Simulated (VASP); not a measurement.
# Si3TeW (Pm-3m) in VASP: notebook, part 2 of 2

VASP 6.6.1. The steps go on from the part before.

## 3. Relaxation of cell and atoms, PBE

This run uses another cell than the first one, of 23.12 Å³/atom, 0.970 times its volume.

Contents of INCAR:

```
SYSTEM = Si3TeW
ALGO     = Normal         ! electronic algorithm
EDIFF    = 1E-6           ! SCF threshold, eV
EDIFFG   = -0.01          ! ionic threshold
ENCUT    = 600            ! plane-wave cutoff, eV
GGA      = PE             ! functional
IBRION   = 2              ! ionic algorithm
ISIF     = 3              ! what is computed and relaxed
ISMEAR   = 0              ! smearing method
LASPH    = .TRUE.         ! aspherical terms in the spheres
LCHARG   = .FALSE.        ! write CHGCAR
LREAL    = .FALSE.        ! projectors in reciprocal space
LWAVE    = .FALSE.        ! write WAVECAR
NELM     = 100            ! most SCF steps
NSW      = 100            ! ionic steps
PREC     = Accurate       ! precision mode
SIGMA    = 0.1            ! smearing width, eV
```

Contents of KPOINTS:

```
k-points
0
G
  8 8 8
  0 0 0
```

Contents of POSCAR:

```
Si3TeW
1.0
    4.8711495152      0.0000000000      0.0000000000
    0.0000000000      4.8711495152      0.0000000000
    0.0000000000      0.0000000000      4.8711495152
Si Te W
3 1 1
Direct
    0.0000000000      0.5000000000      0.5000000000
    0.5000000000      0.0000000000      0.5000000000
    0.5000000000      0.5000000000      0.0000000000
    0.5000000000      0.5000000000      0.5000000000
    0.0000000000      0.0000000000      0.0000000000
```

Potentials or basis: VASP PAW PBE potentials, release 64 (Si, Te, W_sv).

Run with:

```
$ cat potpaw_PBE.64/Si/POTCAR potpaw_PBE.64/Te/POTCAR potpaw_PBE.64/W_sv/POTCAR > POTCAR
$ mpirun -np 1 vasp_std > vasp.out
```

Wall time 1.9 min (1 thread of Intel Xeon 6975P-C (Granite Rapids), shared host); peak memory 0.32 GiB.

The run converged. Its results:

| Property | Result |
| --- | --- |
| Free energy | -20.6977 eV |
| Relaxed volume | 23.90 Å³/atom |
| Relaxed cell | a = 4.926 Å, b = 4.926 Å, c = 4.926 Å, α = 90.00°, β = 90.00°, γ = 90.00° |
| Space group after relaxing (to 0.05 Å) | Pm-3m (No. 221) |
| Energy gained by relaxing | 5.4 meV/atom |
| Ionic steps | 3 |
| Pressure after relaxing | 0.0 GPa |
| Band gap on the k mesh | zero (band 16 reaches 6.30 eV, above the bottom of band 17 at 5.46 eV) |

Step by step:
```tsv
step	energy change (eV)	largest force (eV/Å)	pressure (GPa)	volume (Å³)
1	0.0000	0.0000	2.27	115.58
2	-0.0227	0.0000	-0.81	121.15
3	-0.0269	0.0000	0.00	119.51
```

Final structure:
```yaml
crystal:
  lattice:
    - [4.92576, 0.00000, 0.00000]
    - [0.00000, 4.92576, 0.00000]
    - [0.00000, 0.00000, 4.92576]
  atoms:
    - { symbol: Si, position: [0.00000, 0.50000, 0.50000] }
    - { symbol: Si, position: [0.50000, 0.00000, 0.50000] }
    - { symbol: Si, position: [0.50000, 0.50000, 0.00000] }
    - { symbol: Te, position: [0.50000, 0.50000, 0.50000] }
    - { symbol: W, position: [0.00000, 0.00000, 0.00000] }
```

Levels at points of the mesh, in eV from the Fermi level:
```csv
k point,band 14,band 15,band 16,band 17,band 18,band 19
"(0.00, 0.00, 0.00)",-0.28,-0.08,-0.08,0.63,0.63,0.63
"(0.50, 0.00, 0.00)",-0.93,-0.74,-0.74,-0.31,-0.14,1.38
"(0.50, 0.50, 0.00)",-0.38,-0.08,0.12,0.13,0.83,1.04
"(0.50, 0.50, 0.50)",-0.16,-0.16,0.28,0.28,0.94,0.94
```

Caveat: spin-orbit coupling is left out, which moves the levels of the heavy elements.

## 4. Single point, PBE

This run uses another cell than the first one, of 19.78 Å³/atom, 0.830 times its volume.

Contents of INCAR:

```
SYSTEM = Si3TeW
PREC = Accurate ; ENCUT = 520
EDIFF = 1E-7 ; ISMEAR = 0
SIGMA = 0.1 ; LREAL = .False.
LASPH = .True. ; NELM = 100
ALGO = Normal ; ISIF = 2
LWAVE = .False. ; LCHARG = .True.
GGA = PE ; LELF = .True.
LVHAR = .True. ; NBANDS = 24
```

Contents of KPOINTS:

```
Automatic mesh
0
Gamma
  4 4 4
  0 0 0
```

POSCAR, as its differences from that of step 3:

```diff
@@ -2,5 +2,5 @@
 1.0
-    4.8711495152      0.0000000000      0.0000000000
-    0.0000000000      4.8711495152      0.0000000000
-    0.0000000000      0.0000000000      4.8711495152
+    4.6246206900      0.0000000000      0.0000000000
+    0.0000000000      4.6246206900      0.0000000000
+    0.0000000000      0.0000000000      4.6246206900
 Si Te W
```

Run with:

```
$ cat potpaw_PBE.64/Si/POTCAR potpaw_PBE.64/Te/POTCAR potpaw_PBE.64/W_sv/POTCAR > POTCAR
$ mpirun -np 1 vasp_std > vasp.out
```

Run time: 30 s. Hardware: 1 thread of Intel Xeon 6975P-C, shared host; peak memory 0.22 GiB.

Results (log left out):

- Free energy: -19.9061 eV
- Pressure: 17.1 GPa
- Band gap on the k mesh: zero (band 16 reaches 8.57 eV, above the bottom of band 17 at 7.84 eV)

Levels at points of the mesh, in eV from the Fermi level:
```csv
k point,band 13,band 14,band 15,band 16,band 17,band 18,band 19,band 20
"(0.00, 0.00, 0.00)",-0.50,-0.50,-0.03,-0.03,0.62,0.62,0.62,1.00
"(0.50, 0.00, 0.00)",-1.50,-1.50,-0.97,-0.97,-0.34,-0.25,1.83,2.17
"(0.50, 0.50, 0.00)",-0.68,-0.68,-0.09,0.19,0.27,0.96,1.62,1.62
"(0.50, 0.50, 0.50)",-0.16,-0.16,-0.16,0.40,0.40,1.12,1.12,2.81
```

Caveat: spin-orbit coupling is left out, which moves the levels of the heavy elements.

## 5. Single point, PBE

This run uses another cell than the first one, of 23.12 Å³/atom, 0.970 times its volume.

Contents of INCAR:

```
SYSTEM = Si3TeW
PREC = Accurate
ENCUT = 520
EDIFF = 1E-6
ISMEAR = 0
SIGMA = 0.1
LREAL = .FALSE.
LASPH = .TRUE.
NELM = 60
ALGO = Normal
ISIF = 2
LWAVE = .FALSE.
LCHARG = .FALSE.
GGA = PE
NBANDS = 24
```

Contents of KPOINTS:

```
regular mesh
0
G
  4 4 4
  0 0 0
```

POSCAR, as its differences from that of step 4:

```diff
@@ -2,5 +2,5 @@
 1.0
-    4.6246206900      0.0000000000      0.0000000000
-    0.0000000000      4.6246206900      0.0000000000
-    0.0000000000      0.0000000000      4.6246206900
+    4.8711495152      0.0000000000      0.0000000000
+    0.0000000000      4.8711495152      0.0000000000
+    0.0000000000      0.0000000000      4.8711495152
 Si Te W
```

Run with:

```
$ cat potpaw_PBE.64/Si/POTCAR potpaw_PBE.64/Te/POTCAR potpaw_PBE.64/W_sv/POTCAR > POTCAR
$ mpirun -np 1 vasp_std > vasp.out
```

Run time: 29 s. Hardware: 1 thread of Intel Xeon 6975P-C, shared host; peak memory 0.22 GiB.

Results (log left out):

| Item | Value |
| --- | --- |
| Free energy | -20.7082 eV |
| Pressure | 0.6 GPa |
| Band gap on the k mesh | zero (band 16 reaches 6.79 eV, above the bottom of band 17 at 6.09 eV) |

Levels at points of the mesh, in eV from the Fermi level:
```
           k point  band 12  band 13  band 14  band 15  band 16  band 17  band 18  band 19  band 20  band 21
(0.00, 0.00, 0.00)    -0.29    -0.29    -0.29    -0.05    -0.05     0.53     0.53     0.53     0.99     0.99
(0.50, 0.00, 0.00)    -1.78    -1.11    -1.11    -0.80    -0.80    -0.35    -0.12     1.41     1.43     2.51
(0.50, 0.50, 0.00)    -1.88    -0.50    -0.50    -0.04     0.14     0.17     0.66     0.96     0.96     2.05
(0.50, 0.50, 0.50)    -1.37    -0.18    -0.18    -0.18     0.34     0.34     0.77     0.77     1.87     1.87
```

Caveat: spin-orbit coupling is left out, which moves the levels of the heavy elements.

## 6. Relaxation of cell and atoms, PBE

This run uses another cell than the first one, of 19.78 Å³/atom, 0.830 times its volume.

Contents of INCAR:

```
ALGO = Normal
EDIFF = 1E-6
EDIFFG = -0.04
ENCUT = 600
GGA = PE
IBRION = 2
ISIF = 3
ISMEAR = 0
LASPH = True
LCHARG = False
LREAL = False
LWAVE = False
NELM = 100
NSW = 90
PREC = Accurate
SIGMA = 0.1
```

Contents of KPOINTS:

```
k-points
0
Gamma
  4 4 4
```

POSCAR, as its differences from that of step 5:

```diff
@@ -2,5 +2,5 @@
 1.0
-    4.8711495152      0.0000000000      0.0000000000
-    0.0000000000      4.8711495152      0.0000000000
-    0.0000000000      0.0000000000      4.8711495152
+    4.6246206900      0.0000000000      0.0000000000
+    0.0000000000      4.6246206900      0.0000000000
+    0.0000000000      0.0000000000      4.6246206900
 Si Te W
```

Potentials or basis: VASP PAW PBE potentials, release 64 (Si, Te, W_sv).

Run with:

```
$ cat potpaw_PBE.64/Si/POTCAR potpaw_PBE.64/Te/POTCAR potpaw_PBE.64/W_sv/POTCAR > POTCAR
$ mpirun -np 1 vasp_std > vasp.out
```

It took 3.1 min on 1 thread of Intel Xeon 6975P-C, shared host; peak memory 0.26 GiB.

Results (log left out):

| Quantity | Value |
| --- | --- |
| Free energy | -20.7086 eV |
| Relaxed volume | 23.33 Å³/atom |
| Relaxed cell | a = 4.886 Å, b = 4.886 Å, c = 4.886 Å, α = 90.00°, β = 90.00°, γ = 90.00° |
| Space group after relaxing (to 0.05 Å) | Pm-3m (No. 221) |
| Energy gained by relaxing | 160.4 meV/atom |
| Ionic steps | 3 |
| Pressure after relaxing | -0.1 GPa |
| Band gap on the k mesh | zero (band 16 reaches 6.69 eV, above the bottom of band 17 at 6.00 eV) |

Step by step:
| step | energy change (eV) | largest force (eV/Å) | pressure (GPa) | volume (Å³) |
| --- | --- | --- | --- | --- |
| 1 | 0.0000 | 0.0000 | 17.14 | 98.91 |
| 2 | -0.4473 | 0.0000 | -6.20 | 132.40 |
| 3 | -0.8022 | 0.0000 | -0.09 | 116.66 |

Final structure:
```yaml
crystal:
  lattice:
    - [4.88617, 0.00000, 0.00000]
    - [0.00000, 4.88617, 0.00000]
    - [0.00000, 0.00000, 4.88617]
  atoms:
    - { symbol: Si, position: [0.00000, 0.50000, 0.50000] }
    - { symbol: Si, position: [0.50000, 0.00000, 0.50000] }
    - { symbol: Si, position: [0.50000, 0.50000, 0.00000] }
    - { symbol: Te, position: [0.50000, 0.50000, 0.50000] }
    - { symbol: W, position: [0.00000, 0.00000, 0.00000] }
```

Levels at points of the mesh, in eV from the Fermi level:
```tsv
k point	band 12	band 13	band 14	band 15	band 16	band 17	band 18	band 19	band 20
(0.00, 0.00, 0.00)	-0.28	-0.28	-0.28	-0.05	-0.05	0.52	0.52	0.52	1.87
(0.50, 0.00, 0.00)	-1.75	-1.09	-1.09	-0.78	-0.78	-0.35	-0.12	1.39	1.39
(0.50, 0.50, 0.00)	-1.86	-0.49	-0.49	-0.04	0.13	0.17	0.93	0.93	2.03
(0.50, 0.50, 0.50)	-1.36	-0.18	-0.18	-0.18	0.34	0.75	0.75	1.82	1.82
```

Caveat: the volume moved by over 15 % at a fixed basis, so the end points are rough; spin-orbit coupling is left out, which moves the levels of the heavy elements.

## 7. Summary

```tsv
task	cell	k mesh	cutoff (eV)	gap on the mesh (eV)	pressure (GPa)	relaxed volume (Å³/atom)
single point	a = 4.920 Å, 5 atoms	8 × 8 × 8	520	none	0.2	-
relaxation of cell and atoms	relaxed from a = 4.871 Å, 5 atoms	8 × 8 × 8	600	none	0.0	23.90
single point	a = 4.625 Å, 5 atoms	4 × 4 × 4	520	none	17.1	-
single point	a = 4.871 Å, 5 atoms	4 × 4 × 4	520	none	0.6	-
relaxation of cell and atoms	relaxed from a = 4.625 Å, 5 atoms	4 × 4 × 4	600	none	-0.1	23.33
```

Alike in all rows: level PBE; potentials or basis VASP PAW PBE potentials, release 64 (Si, Te, W_sv); no spin polarisation; smearing gaussian 0.1 eV.

Caveats: spin-orbit coupling is left out, which moves the levels of the heavy elements; the volume moved by over 15 % at a fixed basis, so the end points are rough (some runs).

Absolute energies hang on the potentials; compare differences alone.
